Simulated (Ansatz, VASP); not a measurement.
## SnTe: VASP beside Ansatz

```
Sn Te
1.0
     0.00000    3.19804    3.19804
     3.19804    0.00000    3.19804
     3.19804    3.19804    0.00000
Sn Te
1 1
Direct
  0.00000 0.00000 0.00000
  0.50000 0.50000 0.50000
```

Change from the starting cell: volume scaled by 1.04, crystal datasets.

Alike in both runs: task electric field gradients; functional PBEsol; k mesh 11 × 11 × 11; occupations fermi-dirac, width 0.08 eV; no spin polarisation.

```csv
,VASP,Ansatz
version,VASP 6.6.1,Ansatz 0.2.0
potentials or method,"VASP PAW PBE potentials, release 64 (Sn_d, Te), cutoff 520 eV","all-electron PAW with datasets made for the crystal, scalar-relativistic"
```

```tsv
	VASP	Ansatz	Ansatz less VASP
pressure (GPa)	-2.1	-2.1	0.00
```

VASP's potentials were made for PBE, not for PBEsol. Ansatz ran all-electron here, and VASP with PAW potentials.

Neither program's run includes spin-orbit coupling.
